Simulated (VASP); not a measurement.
A run of VASP 6.6.1 is set up as follows.

The input INCAR:

```
SYSTEM = Au
ALGO     = Fast           ! electronic algorithm
EDIFF    = 1E-6           ! SCF threshold, eV
ENCUT    = 520            ! plane-wave cutoff, eV
GGA      = PE             ! functional
ISIF     = 2              ! what is computed and relaxed
ISMEAR   = 0              ! smearing method
ISYM     = 0            
LASPH    = .TRUE.         ! aspherical terms in the spheres
LCHARG   = .TRUE.         ! write CHGCAR
LELF     = .TRUE.         ! ELF
LREAL    = .FALSE.        ! projectors in reciprocal space
LVHAR    = .TRUE.       
LWAVE    = .FALSE.        ! write WAVECAR
NBANDS   = 12             ! bands
NELM     = 60             ! most SCF steps
PREC     = Accurate       ! precision mode
SIGMA    = 0.1            ! smearing width, eV
```

The input KPOINTS:

```
k-points
0
G
  12 12 14
  0 0 0
```

POSCAR

```
Au
1.0
    2.9073219156     -0.0001881865      0.0435355770
   -1.4538239322      2.5180969158      0.0000000000
    1.4900348082      0.8602719976      2.4556743866
Au
1
Direct
    0.0000000000      0.0000000000      0.0000000000
```

Potentials or basis: VASP PAW PBE potentials, release 64 (Au).

Run with:

```sh
$ cat potpaw_PBE.64/Au/POTCAR > POTCAR
$ mpirun -np 1 vasp_std > vasp.out
```

(1) Predict the pressure.

(2) What does it give for the band gap on the k mesh?

Answers

(1) 1.5 GPa.

(2) zero (an odd number of electrons rules out a gap without spin polarisation).

Caveat: spin-orbit coupling is left out, which moves the levels of the heavy elements.
